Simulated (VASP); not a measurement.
ZrSeBr:

```
CELL_PARAMETERS angstrom
4.82674 0.00000 0.00000
-2.41337 4.18008 0.00000
0.00000 0.00000 8.05512
ATOMIC_POSITIONS crystal
Zr 0.33333 0.66667 0.75000
Zr 0.66667 0.33333 0.25000
Se 0.33333 0.66667 0.25000
Se 0.66667 0.33333 0.75000
Br 0.00000 0.00000 0.00000
Br 0.00000 0.00000 0.50000
```

The cell was built from a structure type or drawn by symmetry, and may not be a known phase.

| Property | Result |
| --- | --- |
| Program | VASP 6.6.1 |
| Task | relaxation of cell and atoms |
| Functional | PBE |
| Potentials or basis | VASP PAW PBE potentials, release 64 (Zr_sv, Se, Br) |
| Cutoff | 600 eV |
| k mesh | 6 × 6 × 2 |
| Occupations | gaussian, width 0.1 eV |
| Spin | no spin polarisation |

At the start: pressure -6.1 GPa; volume 27.09 Å³/atom.

**Question.** How do energy, volume and symmetry change on relaxing?

**Answer.** Over 4 steps the energy falls by 59.4 meV/atom and the volume is 24.42 Å³/atom (-9.8 %); space group P6_3/mmc (No. 194, to 0.1 Å) before and after.

The path:
```csv
step,energy change (eV),largest force (eV/Å),pressure (GPa),volume (Å³)
1,0.0000,0.0000,-6.07,162.52
2,-0.2538,0.0000,4.24,139.52
3,-0.3563,0.0000,-0.06,146.85
4,-0.3562,0.0000,0.09,146.54
```

Final structure:
```cif
data_structure
_symmetry_space_group_name_H-M 'P 1'
_symmetry_Int_Tables_number 1
_cell_length_a 4.6291
_cell_length_b 4.6291
_cell_length_c 7.8966
_cell_angle_alpha 90.000
_cell_angle_beta 90.000
_cell_angle_gamma 120.000
_cell_volume 146.54
loop_
_atom_site_label
_atom_site_type_symbol
_atom_site_fract_x
_atom_site_fract_y
_atom_site_fract_z
_atom_site_occupancy
Zr1 Zr 0.33333 0.66667 0.75000 1
Zr2 Zr 0.66667 0.33333 0.25000 1
Se1 Se 0.33333 0.66667 0.25000 1
Se2 Se 0.66667 0.33333 0.75000 1
Br1 Br 0.00000 0.00000 0.00000 1
Br2 Br 0.00000 0.00000 0.50000 1
```

Caveat: the k points lie up to 0.40 Å⁻¹ apart in the final cell, too coarse for converged energies and pressures of a metal.
